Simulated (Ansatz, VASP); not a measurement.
Ru: VASP beside Ansatz

INCAR

```
SYSTEM = Ru
ALGO = Normal
EDIFF = 1E-6
EDIFFG = -0.05
ENCUT = 600
IBRION = 2
ISIF = 3
ISMEAR = 0
LASPH = .True.
LCHARG = .False.
LREAL = .False.
LWAVE = .False.
NELM = 60
NSW = 100
PREC = Accurate
SIGMA = 0.1
```

Contents of KPOINTS:

```
k-points
0
Gamma
  9 9 6
  0 0 0
```

The input POSCAR:

```
Ru
1.0
    2.7078263400      0.0000000000      0.0000000000
   -1.3539131700      2.3450464000      0.0000000000
    0.0000000000      0.0000000000      4.2681017800
Ru
2
Direct
    0.3333333300      0.6666666700      0.2500000000
    0.6666666700      0.3333333300      0.7500000000
```

Input for Ansatz:

```yaml
crystal:
  lattice:
    - [2.70782634, 0.0, 0.0]
    - [-1.35391317, 2.3450464, 0.0]
    - [0.0, 0.0, 4.26810178]
  atoms:
    - { symbol: Ru, position: [0.33333333, 0.66666667, 0.25] }
    - { symbol: Ru, position: [0.66666667, 0.33333333, 0.75] }
basis:
  ecutwfc: 420
kpoints:
  mp_grid: { grid: [9, 9, 6] }
hamiltonian:
  xc: lda
  pseudopotentials: { kind: paw, azcp: { folder: soft_1 } }
scf:
  occupations: { method: gaussian, width: 0.1 }
output:
  forces: true
  stress: true
  eigenvalues: true
relax:
  adjacent_minimum: "off"
  f_tol: 0.05
  max_steps: 80
  cell: { stress_tol: 0.5 }
```

Alike in both runs: task relaxation of cell and atoms; functional LDA; k mesh 9 × 9 × 6; occupations gaussian, width 0.1 eV; no spin polarisation.

|  | VASP | Ansatz |
| --- | --- | --- |
| version | VASP 6.6.1 | Ansatz 0.2.0 |
| potentials or method | VASP PAW LDA potentials, release 64 (Ru_pv), cutoff 600 eV | scalar-relativistic, plane waves, PAW |
| valence electrons in the cell | 28 | 32 |

```tsv
	VASP	Ansatz	Ansatz less VASP
gap on the k mesh at the Fermi level, each at its own relaxed structure (eV)	none	none	-
relaxed volume (Å³/atom)	13.12	13.08	-0.041
relaxed cell length with the largest relative difference (Å)	4.233	4.228	-0.0047
```

Ansatz warns that its potentials were made for another functional, while VASP's fit it. LDA's correlation is that of Perdew and Zunger in VASP and of Perdew and Wang (1992) in Ansatz. A gap of «none» marks a metal or a gap that the smearing closes. VASP's potentials hold 28 valence electrons a cell and Ansatz's 32, so a difference there can come from the potentials and not from the codes.
